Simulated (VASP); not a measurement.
Runs of VASP 6.6.1 on Be4CuSi. The structure is that of space group F-43m (No. 216), or close to it. The cells are those of the table. 

| cell | gap on the mesh (eV) | pressure (GPa) | largest force (eV/Å) |
| --- | --- | --- | --- |
| a = 4.383 Å, angles 60.0°, 6 atoms | none | (a) | 0.03 |
| a = 4.439 Å, angles 60.0°, 6 atoms | none | -8.4 | 0.03 |
| a = 4.268 Å, angles 60.0°, 6 atoms | none | 4.1 | 0.01 |
| a = 4.208 Å, angles 60.0°, 6 atoms | none | 10.3 | 0.01 |
| a = 4.493 Å, angles 60.0°, 6 atoms | none | (b) | 0.03 |

Alike in all rows: task single point; level PBE; potentials or basis VASP PAW PBE potentials, release 64 (Be, Si, Cu); no spin polarisation; k mesh 7 × 7 × 7; cutoff (eV) 520; smearing fermi-dirac 0.05 eV.

Problem. Estimate the missing entries.

Solution. (a) -5.2; (b) -10.8.

A gap of «none» marks levels without a gap at the run's occupations.
